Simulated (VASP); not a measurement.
# ZnCu2SnSe4 (I-4) in VASP: single point with r2SCAN

Aim: the single point of ZnCu2SnSe4 with r2SCAN.

Everything below comes from runs of VASP 6.6.1. Logs are shortened: lines on timing, memory, paths and dates and some standing lists are left out, and cuts for length are marked.

## (1) The cell of the first run

Symmetry: I-4, No. 82, tetragonal system. The conventional cell has a = 5.699 Å, b = 5.699 Å, c = 11.384 Å, α = 90.00°, β = 90.00°, γ = 90.00°. Within 3.2 Å of Cu (site symmetry -4) lie 4 Se at 2.42 Å. Cu (site symmetry -4) has 4 Se at 2.41 Å within 3.2 Å. Within 3.3 Å of Zn (site symmetry -4) lie 4 Se at 2.46 Å. Within 3.4 Å of Sn (site symmetry -4) lie 4 Se at 2.58 Å. Se (site symmetry 1) has 2 Cu at 2.41 to 2.42 Å and 1 Zn at 2.46 Å and 1 Sn at 2.58 Å within 3.2 Å.

## (2) Single point, r2SCAN

The input, POSCAR:

```
ZnCu2SnSe4
1.0
   -2.8497024632      2.8497024632      5.6917566764
    2.8497024632     -2.8497024632      5.6917566764
    2.8497024632      2.8497024632     -5.6917566764
Cu Zn Sn Se
2 1 1 4
Direct
    0.0000000000      0.0000000000      0.0000000000
    0.7500000000      0.2500000000      0.5000000000
    0.2500000000      0.7500000000      0.5000000000
    0.5000000000      0.5000000000      0.0000000000
    0.1033254132      0.6291550788      0.9923444408
    0.3708449212      0.3631893620      0.4741703344
    0.6368106380      0.1109809724      0.0076555592
    0.8890190276      0.8966745868      0.5258296656
```

The input, INCAR.step1:

```
SYSTEM = ZnCu2SnSe4
ALGO = Normal
EDIFF = 1E-4
ENCUT = 520
GGA = PE
ISMEAR = -1
LASPH = .True.
LCHARG = .False.
LREAL = .False.
LWAVE = .True.
NBANDS = 46
NELM = 60
PREC = Accurate
SIGMA = 0.02
```

The input, INCAR.step2:

```
SYSTEM = ZnCu2SnSe4
ALGO = Normal
EDIFF = 1E-7
ENCUT = 520
ISIF = 2
ISMEAR = -1
ISTART = 1
LASPH = .True.
LCHARG = .False.
LMIXTAU = .True.
LREAL = .False.
LWAVE = .False.
METAGGA = R2SCAN
NBANDS = 46
NELM = 60
PREC = Accurate
SIGMA = 0.02
```

The input, KPOINTS:

```
k-points
0
Gamma
  6 6 6
  0 0 0
```

Potentials or basis: VASP PAW PBE potentials, release 64 (Cu, Zn, Sn_d, Se).

On the command line:

```console
$ cat potpaw_PBE.64/Cu/POTCAR potpaw_PBE.64/Zn/POTCAR potpaw_PBE.64/Sn_d/POTCAR potpaw_PBE.64/Se/POTCAR > POTCAR
$ cp INCAR.step1 INCAR
$ mpirun -np 1 vasp_std > vasp.out
$ cp INCAR.step2 INCAR
$ mpirun -np 1 vasp_std > vasp.out
```

OUTCAR:

```text
SYSTEM = ZnCu2SnSe4
   EDIFF = 1E-7
   ENCUT = 520
   ISIF = 2
   ISMEAR = -1
   ISTART = 1
   LASPH = .True.
   LREAL = .False.
   METAGGA = R2SCAN
   NELM = 60
   PREC = Accurate

 ion  position               nearest neighbor table
   1  0.000  0.000  0.000-   5 2.42   6 2.42   7 2.42   8 2.42
   2  0.750  0.250  0.500-   5 2.41   7 2.41   6 2.41   8 2.41
   3  0.250  0.750  0.500-   7 2.46   6 2.46   8 2.46   5 2.46
   4  0.500  0.500  0.000-   8 2.58   5 2.58   7 2.58   6 2.58
   5  0.103  0.629  0.992-   2 2.41   1 2.42   3 2.46   4 2.58
   6  0.371  0.363  0.474-   2 2.41   1 2.42   3 2.46   4 2.58
   7  0.637  0.111  0.008-   2 2.41   1 2.42   3 2.46   4 2.58
   8  0.889  0.897  0.526-   2 2.41   1 2.42   3 2.46   4 2.58

  LATTYP: Found a body centered tetragonal cell.
 ALAT       =     5.6994049264
 C/A-ratio  =     1.9973161233

  Lattice vectors:

 A1 = (  -2.8497024632,   2.8497024632,   5.6917566764)
 A2 = (   2.8497024632,  -2.8497024632,   5.6917566764)
 A3 = (   2.8497024632,   2.8497024632,  -5.6917566764)

Analysis of symmetry for initial positions (statically):
=====================================================================
 Subroutine PRICEL returns:
 Original cell was already a primitive cell.

 Routine SETGRP: Setting up the symmetry group for a
 body centered tetragonal supercell.

 Subroutine GETGRP returns: Found  4 space group operations
 (whereof  4 operations were pure point group operations)
 out of a pool of 16 trial point group operations.

The static configuration has the point symmetry S_4 .

Analysis of symmetry for dynamics (positions and initial velocities):
=====================================================================
 Subroutine PRICEL returns:
 Original cell was already a primitive cell.

 Routine SETGRP: Setting up the symmetry group for a
 body centered tetragonal supercell.

 Subroutine GETGRP returns: Found  4 space group operations
 (whereof  4 operations were pure point group operations)
 out of a pool of 16 trial point group operations.

The dynamic configuration has the point symmetry S_4 .

 Subroutine INISYM returns: Found  4 space group operations
 (whereof  4 operations are pure point group operations),
 and found     1 'primitive' translations

----------------------------------------------------------------------------------------

                                     Primitive cell

  volume of cell :     184.8866
[... 106 lines left out ...]
   NFREE  =      0    steps in history (QN), initial steepest desc. (CG)
   ISIF   =      2    stress and relaxation
   ISYM   =      2    0-nonsym 1-usesym 2-fastsym
   POTIM  = 0.5000    time-step for ionic-motion
   TEBEG  =    0.0;   TEEND  =   0.0 temperature during run
   PSTRESS=    0.0 pullay stress
   NELECT =      72.0000    total number of electrons
   NUPDOWN=      -1.0000    fix difference up-down
   EMIN   =  10.00;   EMAX   =-10.00  energy-range for DOS
   EFERMI =   0.00;   METHOD = LEGACY
   ISMEAR =    -1;   SIGMA  =   0.02  broadening in eV -4-tet -1-fermi 0-gaus
   EFERMI_NEDOS =   21; number of points for ismear=-14 and -15
   IALGO  =     38    algorithm
   IMIX   =      4    mixing-type and parameters
     AMIX     =   0.40;   BMIX     =  1.00
     AMIX_MAG =   1.60;   BMIX_MAG =  1.00
  volume/ion in A,a.u.               =      23.11       155.96
  Fermi-wavevector in a.u.,A,eV,Ry     =   1.195503  2.259172 19.445808  1.429227
  Thomas-Fermi vector in A             =   2.331466
   LORBIT       =      0    0 simple, 1 ext, 2 COOP (PROOUT), +10 PAW based schemes
   METAGGA = R2SCAN    functional components
   LHFCALC =     F    Hartree Fock is set to
   AEXX    =    0.0000 exact exchange contribution
   IVDW    =     0    specifies the selected vdW correction
   LEPSILON=     F    determine dielectric tensor
   LRPA    =     F    only Hartree local field effects (RPA)
 non-spin polarized calculation
  energy-cutoff  :      520.00
  volume of cell :      184.89
 maximum number of plane-waves:      5009
 NGX is ok and might be reduce to    54
   NGX = 25   NGY = 25   NGZ = 25

 number of electron      72.0000010 magnetization

 Free energy of the ion-electron system (eV)
  ---------------------------------------------------
  ext. energy  EPLUGINS =         0.00000000
  ---------------------------------------------------
  free energy    TOTEN  =      -116.36962823 eV

  energy without entropy =     -116.36946564  energy(sigma->0) =     -116.36954694

 E-fermi :   3.8125     XC(G=0): -10.0407

 val. band max:        3.7679244426   @ k =   0.0000   0.0000   0.0000
 cond. band min:       3.8509125545   @ k =   0.0000   0.0000   0.0000
 fundamental gap:      0.0829881119
 Fermi energy:         3.8124832224

 k-point     1 :       0.0000    0.0000    0.0000
  band No.  band energies     occupation
      1     -19.2509      2.00000
      2     -19.2469      2.00000
      3     -19.2469      2.00000
      4     -19.1782      2.00000
      5     -19.1735      2.00000
      6     -11.1866      2.00000
[... 1165 lines left out ...]
     45       9.8146      0.00000
     46      10.0731      0.00000

 [... further k-points ...]

------------------------ aborting loop because EDIFF is reached ----------------------------------------

  FORCE on cell =-STRESS in cart. coord.  units (eV):
  Direction    XX          YY          ZZ          XY          YZ          ZX
  --------------------------------------------------------------------------------------
  -------------------------------------------------------------------------------------
  Total        0.0489680      0.0489680      0.0519733     -0.0000136     -0.0000000      0.0000000
  in kB        0.4243439      0.4243439      0.4503870     -0.0001181     -0.0000000      0.0000000
  external PRESSURE =       0.4330250 kB  Pullay stress =       0.0000000 kB

 VOLUME and BASIS-vectors are now :
 -----------------------------------------------------------------------------
  energy-cutoff  :      520.00
  volume of cell :      184.89
      direct lattice vectors                 reciprocal lattice vectors
    -2.849702463  2.849702463  5.691756676     0.000000000  0.175456914  0.087846341
     2.849702463 -2.849702463  5.691756676     0.175456914  0.000000000  0.087846341
     2.849702463  2.849702463 -5.691756676     0.175456914  0.175456914  0.000000000

 POSITION                                       TOTAL-FORCE (eV/Angst)
 -----------------------------------------------------------------------------------
      0.00000      0.00000      0.00000         0.000000     -0.000000      0.000000
      0.00000      2.84970      2.84588        -0.000000     -0.000000     -0.000000
      2.84970      0.00000      2.84588         0.000000     -0.000000     -0.000000
      0.00000      0.00000      5.69176        -0.000000     -0.000000     -0.000000
      4.32634      1.32943     -1.47908        -0.003779      0.002677      0.004464
      1.32943      1.37306      1.47908         0.002677      0.003779     -0.004464
     -1.47664      1.52027      4.21267         0.003779     -0.002677      0.004464
      1.52027      1.47664      7.17084        -0.002677     -0.003779     -0.004464
 -----------------------------------------------------------------------------------
    total drift:                                0.000450      0.000452     -0.000136

  FREE ENERGIE OF THE ION-ELECTRON SYSTEM (eV)
  ---------------------------------------------------
  free  energy   TOTEN  =      -116.3696282332 eV

  energy  without entropy=     -116.3694656418  energy(sigma->0) =     -116.36954694
```

OSZICAR.step1:

```text
N       E                     dE             d eps       ncg     rms          rms(c)
DAV:   1     0.710176084405E+03    0.71018E+03   -0.31509E+04  3324   0.189E+03
DAV:   2     0.896522148342E+02   -0.62052E+03   -0.59878E+03  3312   0.492E+02
DAV:   3    -0.232199367841E+02   -0.11287E+03   -0.10993E+03  4104   0.201E+02
DAV:   4    -0.310290849199E+02   -0.78091E+01   -0.77227E+01  4256   0.525E+01
DAV:   5    -0.313408920986E+02   -0.31181E+00   -0.31139E+00  4472   0.116E+01    0.123E+01
DAV:   6    -0.313262151740E+02    0.14677E-01   -0.29483E+01  4882   0.871E+01    0.939E+00
DAV:   7    -0.294700450241E+02    0.18562E+01   -0.76285E+00  4488   0.660E+01    0.468E+00
DAV:   8    -0.296323732638E+02   -0.16233E+00   -0.30273E+00  5280   0.208E+01    0.303E+00
DAV:   9    -0.295400287574E+02    0.92345E-01   -0.92689E-01  4628   0.170E+01    0.638E-01
DAV:  10    -0.295370847383E+02    0.29440E-02   -0.64650E-02  4944   0.512E+00    0.217E-01
DAV:  11    -0.295376787464E+02   -0.59401E-03   -0.10701E-02  5092   0.216E+00    0.168E-01
DAV:  12    -0.295381163566E+02   -0.43761E-03   -0.20020E-03  4552   0.716E-01    0.452E-02
DAV:  13    -0.295381537967E+02   -0.37440E-04   -0.31823E-04  3080   0.303E-01
   1 F= -.29538154E+02 E0= -.29537974E+02  d E =-.360593E-03
```

Run time: 66 min. Hardware: 1 thread of Intel Xeon 8259CL, shared host; peak memory 0.65 GiB.

What came out:

- Free energy: -116.3696 eV
- Pressure: 0.0 GPa
- Largest force: 0.006 eV/Å
- Band gap on the k mesh: 0.08 eV

Forces in eV/Å, atoms in the order of the input:
```
Cu   0.000  0.000  0.000
Cu   0.000  0.000  0.000
Zn   0.000  0.000  0.000
Sn   0.000  0.000  0.000
Se  -0.004  0.003  0.004
Se   0.003  0.004 -0.004
Se   0.004 -0.003  0.004
Se  -0.003 -0.004 -0.004
```

Caveat: the PAW data sets were made with another functional, which shifts forces and pressure a little; spin-orbit coupling is left out, which moves the levels of the heavy elements. A k mesh can miss the band edges.
